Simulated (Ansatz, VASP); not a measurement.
## One calculation of MoS2, two programs

INCAR

```
PREC = Accurate
ENCUT = 520
EDIFF = 1E-7
ISMEAR = 0
SIGMA = 0.05
LREAL = F
LASPH = T
NELM = 80
ALGO = Normal
ISIF = 2
LWAVE = F
LCHARG = T
GGA = PE
IVDW = 12
LELF = T
LVHAR = T
NBANDS = 20
```

KPOINTS

```
Automatic mesh
0
Gamma
  12 12 4
```

File POSCAR:

```
MoS2
1.0
    3.1497239970      0.0000000000      0.0000000000
   -1.5748619985      2.7277409963      0.0000000000
    0.0000000000      0.0000000000      6.6475426602
Mo S
1 2
Direct
    0.0000000000      0.0000000000      0.0000000000
    0.3333333333      0.6666666667      0.2488319961
    0.3333333333      0.6666666667      0.7774935213
```

Input for Ansatz:

```yaml
crystal:
  lattice:
    - [3.149723997, 0.0, 0.0]
    - [-1.5748619985, 2.7277409963, 0.0]
    - [0.0, 0.0, 6.6475426602]
  atoms:
    - { symbol: Mo, position: [0.0, 0.0, 0.0] }
    - { symbol: S, position: [0.3333333333, 0.6666666667, 0.2488319961] }
    - { symbol: S, position: [0.3333333333, 0.6666666667, 0.7774935213] }
basis:
  ecutwfc: 420
kpoints:
  mp_grid: { grid: [12, 12, 4] }
hamiltonian:
  xc: pbe
  dispersion: d3bj
scf:
  occupations: { method: gaussian, width: 0.05 }
output:
  forces: true
  stress: true
  eigenvalues: true
  write_density: true
  write_potential: true
  elf: true
  volumetric_format: npy
```

Change from the starting cell: all S atoms moved +0.087 Å, as atom 2 along Cartesian [0 0 1].

Alike in both runs: task single point; functional PBE; dispersion D3(BJ); k mesh 12 × 12 × 4; occupations gaussian, width 0.05 eV; no spin polarisation.

```csv
,VASP,Ansatz
version,VASP 6.6.1,Ansatz 0.2.0
potentials or method,"VASP PAW PBE potentials, release 64 (Mo_sv, S), cutoff 520 eV","scalar-relativistic, plane waves, PAW"
valence electrons in the cell,26,26
```

```csv
,VASP,Ansatz,Ansatz less VASP
gap on the k mesh at the Fermi level (eV),1.06,1.05,-0.012
least direct gap on the mesh (eV),1.76,1.76,-0.004
pressure (GPa),0.5,0.7,+0.13
"traceless stress, the component that is largest in VASP (GPa)",-0.17,-0.13,+0.043
rms of the force components (eV/Å),1.087,1.089,+0.0021
```

Atom by atom the forces differ by 0.007 eV/Å (rms over components).
